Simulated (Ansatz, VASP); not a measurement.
## Two plane-wave programs on Si5N

```
Si N
1.0
     0.00000    3.78528    3.78528
     3.78528    0.00000    3.78528
     3.78528    3.78528    0.00000
Si N
5 1
Cartesian
  4.8349 4.8349 4.8349
  2.7357 2.7357 4.8349
  2.7357 4.8349 2.7357
  4.8349 2.7357 2.7357
  0.0000 0.0000 0.0000
  3.7853 3.7853 3.7853
```

Alike in both runs: functional PBE; k mesh 4 × 4 × 4; occupations gaussian, width 0.1 eV; no spin polarisation.

Ansatz relaxed the structure, and its values are those at the end. VASP's run is a single point on that final structure, the one shown.

|  | VASP | Ansatz |
| --- | --- | --- |
| version | VASP 6.6.1 | Ansatz 0.2.0 |
| potentials or method | VASP PAW PBE potentials, release 64 (Si, N), cutoff 520 eV | scalar-relativistic, plane waves, PAW |
| valence electrons in the cell | 25 | 25 |

|  | VASP | Ansatz | Ansatz less VASP |
| --- | --- | --- | --- |
| gap on the k mesh at the Fermi level (eV) | none | none | - |
| pressure (GPa) | 0.0 | 0.1 | +0.05 |

A gap of «none» marks a metal or a gap that the smearing closes. With one functional, cell and mesh, what is left measures potentials, basis and numerics.
